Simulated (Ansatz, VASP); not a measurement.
This is a calculation of Ta3N for VASP 6.6.1.

INCAR

```
PREC = Accurate
ENCUT = 600
EDIFF = 1E-6
ISMEAR = -1
SIGMA = 0.05
LREAL = F
LASPH = T
NELM = 100
ALGO = Fast
ISIF = 3
LWAVE = F
LCHARG = F
GGA = B5
ALDAX = 1.0
AGGAX = 1.0
AGGAC = 1.0
ALDAC = 0.0
IVDW = 13
VDW_S6 = 1.0
VDW_S8 = 2.34076671
VDW_A1 = 0.44488865
VDW_A2 = 4.0933009
IBRION = 2
NSW = 60
EDIFFG = -0.02
```

KPOINTS

```
Automatic mesh
0
Gamma
  7 7 3
```

Contents of POSCAR:

```
Ta3N
1.0
    3.0322239879      0.0000000000      0.0000000000
   -1.5161119940      2.6259830035      0.0000000000
    0.0000000000      0.0000000000      7.5241370000
Ta N
3 1
Direct
    0.6666666667      0.3333333333      0.8260700000
    0.3333333333      0.6666666667      0.1739300000
    0.0000000000      0.0000000000      0.5000000000
    0.0000000000      0.0000000000      0.0000000000
```

Potentials or basis: VASP PAW PBE potentials, release 64 (Ta_pv, N).

Command:

```console
$ cat potpaw_PBE.64/Ta_pv/POTCAR potpaw_PBE.64/N/POTCAR > POTCAR
$ mpirun -np 1 vasp_std > vasp.out
```

**Question.** Set up the same calculation for Ansatz 0.2.0. Potentials there: Ansatz PAW.

**Answer.** As run (the cutoff follows the program's own potentials):

The input input.yaml:

```yaml
crystal:
  lattice:
    - [3.0322239879, 0.0, 0.0]
    - [-1.516111994, 2.6259830035, 0.0]
    - [0.0, 0.0, 7.524137]
  atoms:
    - { symbol: Ta, position: [0.6666666667, 0.3333333333, 0.82607] }
    - { symbol: Ta, position: [0.3333333333, 0.6666666667, 0.17393] }
    - { symbol: Ta, position: [0.0, 0.0, 0.5] }
    - { symbol: "N", position: [0.0, 0.0, 0.0] }
hamiltonian:
  xc: blyp
  pseudopotentials: { kind: paw }
  dispersion: d4
kpoints:
  mp_grid: { grid: [7, 7, 3] }
scf:
  occupations: { method: fermi_dirac, width: 0.05 }
output:
  forces: true
  stress: true
  eigenvalues: true
relax:
  f_tol: 0.01
  max_steps: 40
  cell: { stress_tol: 0.05 }
```

Potentials or basis: Ansatz PAW.

Launch:

```console
$ ansatz run input.yaml --threads 2 --pin off --max-ram 5632MiB --backend cpu --events-out ev --progress --plain --runs-dir out
```

Both were run:

|  | VASP | Ansatz | Ansatz less VASP |
| --- | --- | --- | --- |
| gap on the k mesh at the Fermi level, each at its own relaxed structure (eV) | none | none | - |
| relaxed volume (Å³/atom) | 15.08 | 15.01 | -0.077 |
| relaxed cell length with the largest relative difference (Å) | 7.706 | 7.688 | -0.0178 |

VASP's potentials were made for PBE, not for BLYP. A gap of «none» marks a metal or a gap that the smearing closes. VASP's potentials hold 38 valence electrons a cell and Ansatz's 44, so a difference there can come from the potentials and not from the codes.

Neither program's run includes spin-orbit coupling. Noted on Ansatz's run: the plane-wave basis is chosen anew once the cell has moved, so the energies of steps on either side of that aren't comparable.
